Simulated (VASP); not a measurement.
# MoS2: equation of state with PBEsol

The system is MoS2.

```
Mo S
1.0
     1.57179    0.90747    6.26487
    -1.57179    0.90747    6.26487
     0.00000   -1.81495    6.26487
Mo S
1 2
Direct
  0.00010 0.00010 0.00010
  0.41633 0.41633 0.41633
  0.25057 0.25057 0.25057
```

* Program: VASP 6.6.1
* Task: equation of state
* Functional: PBEsol
* Potentials or basis: VASP PAW PBE potentials, release 64 (Mo_sv, S)
* Cutoff: 520 eV
* k mesh: 8 × 8 × 8
* Occupations: gaussian, width 0.02 eV
* Spin: no spin polarisation
* Further INCAR settings: ALGO = Fast; EDIFF = 1e-07

| Property | Result |
| --- | --- |
| Equilibrium volume | 17.88 Å³/atom |
| Bulk modulus at fixed shape and positions | 154 GPa |
| Pressure derivative of the bulk modulus | 4.4 (rough: it moves with the points fitted) |

Energy against volume, from the lowest point:
```
volume (Å³/atom)  energy (meV/atom)
          17.157              15.14
          17.514               3.74
          17.872               0.00
          18.229               3.13
          18.587              12.44
```

All runs of the series together: 11 min on 1 thread of Intel(R) Xeon(R) 6975P-C (Granite Rapids), with other jobs on the host.

Caveat: the cell was scaled at fixed shape and fractional positions, which overstates the stiffness of a crystal with free parameters, most of all of layers and chains; the PAW data sets were made with another functional, which shifts forces and pressure a little.
